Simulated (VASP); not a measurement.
Crystal: MgO.

```xyz
2
Lattice="0.0210 2.1232 2.1232 2.1232 0.0210 2.1232 2.1232 2.1232 0.0210" Properties=species:S:1:pos:R:3 pbc="T T T"
Mg    0.0000    0.0000    0.0000
O     2.1337    2.1337    2.1337
```

This cell differs from its parent crystal: strain along [111] +1.5%.

Base run:

| Property | Result |
| --- | --- |
| Program | VASP 6.6.1 |
| Functional | r2SCAN |
| Potentials or basis | VASP PAW PBE potentials, release 64 (Mg, O) |
| Cutoff | 520 eV |
| k mesh | 10 × 10 × 10 |
| Occupations | gaussian, width 0.01 eV |
| Spin | no spin polarisation |

Its results: band gap on the k mesh 5.47 eV, direct; pressure -3.5 GPa.

Task: The run is repeated on the same cell with these changes: potentials or basis from VASP PAW PBE potentials, release 64 (Mg, O) to VASP PAW PBE potentials, release 64 (Mg_sv, O); cutoff from 520 eV to 660 eV; further incar settings from ALGO = Normal; EDIFF = 1e-06; NBANDS = 11 to ALGO = Normal; EDIFF = 1e-06; NBANDS = 15; valence electrons from 8 to 16. What comes out?

Result: Band gap on the k mesh 5.52 eV, direct; pressure -2.5 GPa.

Caveats: the PAW data sets were made with another functional, which shifts forces and pressure a little.

